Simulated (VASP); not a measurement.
## Cd: single point with PBE

Cd:

```xyz
1
Lattice="1.6351 0.9440 2.4649 -1.6351 0.9440 2.4649 0.0000 -1.8881 2.4649" Properties=species:S:1:pos:R:3 pbc="T T T"
Cd    0.0000    0.0000    0.0000
```

```yaml
Program: VASP 6.6.1
Task: single point
Functional: PBE
Potentials_or_basis: VASP PAW PBE potentials, release 64 (Cd)
Cutoff: 520 eV
k_mesh: 8 × 8 × 8
Occupations: methfessel-paxton, width 0.025 eV
Spin: non-collinear spin, typed start, spin-orbit coupling
Starting_moments: "[[0.289, 0.289, 0.289]] μB"
Dipole_correction: no
Further_INCAR_settings: ALGO = Normal; EDIFF = 1e-07; NBANDS = 23
```

```yaml
Pressure: 0.3 GPa
Net_moment: 0.00 μB per cell
Valence_electrons_inside_the_program's_atomic_spheres: Cd 10.29
```

Moments on the atoms (μB; x, y, z):
```
Cd  0.00 0.00 0.00
```

Wall time 110 s on 1 thread of Intel(R) Xeon(R) 6975P-C (Granite Rapids), with other jobs on the host, peak memory 0.32 GiB.
